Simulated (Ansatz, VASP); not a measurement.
# One calculation of HfB2, two programs

Contents of INCAR:

```
PREC     = Accurate       # precision mode
ENCUT    = 500            # plane-wave cutoff, eV
EDIFF    = 1E-6           # SCF threshold, eV
ISMEAR   = 0              # smearing method
SIGMA    = 0.1            # smearing width, eV
LREAL    = F              # projectors in reciprocal space
LASPH    = T              # aspherical terms in the spheres
NELM     = 200            # most SCF steps
ALGO     = Normal         # electronic algorithm
ISIF     = 2              # what is computed and relaxed
LWAVE    = F              # write WAVECAR
LCHARG   = T              # write CHGCAR
LMAXMIX  = 4              # l up to which the mixer works
LDAU     = T              # DFT+U
LDAUTYPE = 1            
LDAUL    = 2 -1           # shell
LDAUU    = 4.7 0          # U, eV
LDAUJ    = 0.91 0       
LDAUPRINT= 1            
GGA      = PE             # functional
LELF     = T              # ELF
LVHAR    = T            
NBANDS   = 15             # bands
GGA_COMPAT= F
```

The input KPOINTS:

```
regular mesh
0
Gamma
  9 9 8
```

POSCAR

```
HfB2
1.0
    3.1326790839      0.0000000000      0.0000000000
   -1.5663395419      2.7129796685      0.0000000000
    0.0000000000      0.0000000000      3.4792139900
Hf B
1 2
Direct
    0.0000000000      0.0000000000      0.0000000000
    0.3333333333      0.6666666667      0.5000000000
    0.6666666667      0.3333333333      0.5000000000
```

Input for Ansatz:

```yaml
crystal:
  lattice:
    - [3.1326790839, 0.0, 0.0]
    - [-1.5663395419, 2.7129796685, 0.0]
    - [0.0, 0.0, 3.47921399]
  atoms:
    - { symbol: Hf, position: [0.0, 0.0, 0.0] }
    - { symbol: B, position: [0.3333333333, 0.6666666667, 0.5] }
    - { symbol: B, position: [0.6666666667, 0.3333333333, 0.5] }
basis: {}
kpoints:
  mp_grid: { grid: [9, 9, 8] }
hamiltonian:
  xc: pbe
  hubbard: { sites: [{ species: Hf, l: d, u: 4.7, j: 0.91 }] }
  pseudopotentials: { kind: paw, source: ansatz }
scf:
  occupations: { method: gaussian, width: 0.1 }
output:
  forces: true
  stress: true
  eigenvalues: true
```

Alike in both runs: task single point; functional PBE; k mesh 9 × 9 × 8; occupations gaussian, width 0.1 eV; no spin polarisation; Hubbard terms Hf d U = 4.7 eV, J = 0.91 eV.

|  | VASP | Ansatz |
| --- | --- | --- |
| version | VASP 6.6.1 | Ansatz 0.2.0 |
| potentials or method | VASP PAW PBE potentials, release 64 (Hf_pv, B) | scalar-relativistic, plane waves, PAW (harder set) |
| plane-wave cutoff (eV) | 500 | 710 |
| valence electrons in the cell | 16 | 32 |

|  | VASP | Ansatz | Ansatz less VASP |
| --- | --- | --- | --- |
| gap on the k mesh at the Fermi level (eV) | none | none | - |
| pressure (GPa) | 13.6 | 6.7 | -6.89 |
| traceless stress, the component that is largest in VASP (GPa) | 1.92 | 1.20 | -0.724 |

The programs project onto different local orbitals, so the same U acts differently, and such runs can settle in different states. A gap of «none» marks a metal or a gap that the smearing closes. VASP's potentials hold 16 valence electrons a cell and Ansatz's 32, so a difference there can come from the potentials and not from the codes. Ansatz's warnings: filled band counts differ across k points.

Neither program's run includes spin-orbit coupling.
